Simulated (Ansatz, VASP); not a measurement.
## Hf: VASP beside Ansatz

The input POSCAR:

```
Hf
1.0
    5.0276308424      0.0000000000      0.0000000000
   -2.5138154212      4.3540560303      0.0000000000
    0.0000000000      0.0000000000      3.1268452265
Hf
3
Direct
    0.0000000000      0.0000000000      0.0000000000
    0.3333333333      0.6666666667      0.5000000000
    0.6666666667      0.3333333333      0.5000000000
```

INCAR.step1

```
PREC = Accurate ; ENCUT = 520
ISMEAR = -1 ; SIGMA = 0.05
LREAL = False ; LASPH = True
NELM = 80 ; NBANDS = 22
GGA = PE ; ALGO = Normal
EDIFF = 1E-4 ; LWAVE = True
LCHARG = False
```

The input INCAR.step2:

```
PREC = Accurate ; ENCUT = 520
EDIFF = 1E-6 ; ISMEAR = -1
SIGMA = 0.05 ; LREAL = False
LASPH = True ; NELM = 80
ALGO = Normal ; ISIF = 2
LWAVE = False ; LCHARG = False
METAGGA = R2SCAN ; LMIXTAU = True
NBANDS = 22 ; ISTART = 1
```

The input KPOINTS:

```
regular mesh
0
Gamma
  6 6 9
```

File input.yaml:

```yaml
crystal:
  lattice:
    - [5.0276308424, 0.0, 0.0]
    - [-2.5138154212, 4.3540560303, 0.0]
    - [0.0, 0.0, 3.1268452265]
  atoms:
    - { symbol: Hf, position: [0.0, 0.0, 0.0] }
    - { symbol: Hf, position: [0.3333333333, 0.6666666667, 0.5] }
    - { symbol: Hf, position: [0.6666666667, 0.3333333333, 0.5] }
hamiltonian:
  xc: r2scan
  pseudopotentials: { kind: paw }
kpoints:
  mp_grid: { grid: [6, 6, 9] }
scf:
  occupations: { method: fermi_dirac, width: 0.05 }
output:
  forces: true
  stress: true
  eigenvalues: true
  write_density: true
  write_potential: true
  elf: true
  volumetric_format: npy
```

Alike in both runs: task single point; functional r2SCAN; k mesh 6 × 6 × 9; occupations fermi-dirac, width 0.05 eV; no spin polarisation.

```csv
,VASP,Ansatz
version,VASP 6.6.1,Ansatz 0.2.0
potentials or method,"VASP PAW PBE potentials, release 64 (Hf_pv)",Ansatz PAW
plane-wave cutoff (eV),520,500
valence electrons in the cell,30,78
```

|  | VASP | Ansatz | Ansatz less VASP |
| --- | --- | --- | --- |
| gap on the k mesh at the Fermi level (eV) | none | none | - |
| pressure (GPa) | -4.1 | -3.5 | +0.57 |
| traceless stress, the component that is largest in VASP (GPa) | -0.28 | -0.26 | +0.025 |

VASP's potentials were made for PBE, not for r2SCAN. A gap of «none» marks a metal or a gap that the smearing closes. The functional is the same, so the differences come from potentials, cutoffs and numerics. VASP's potentials hold 30 valence electrons a cell and Ansatz's 78, so a difference there can come from the potentials and not from the codes.

Neither program's run includes spin-orbit coupling.
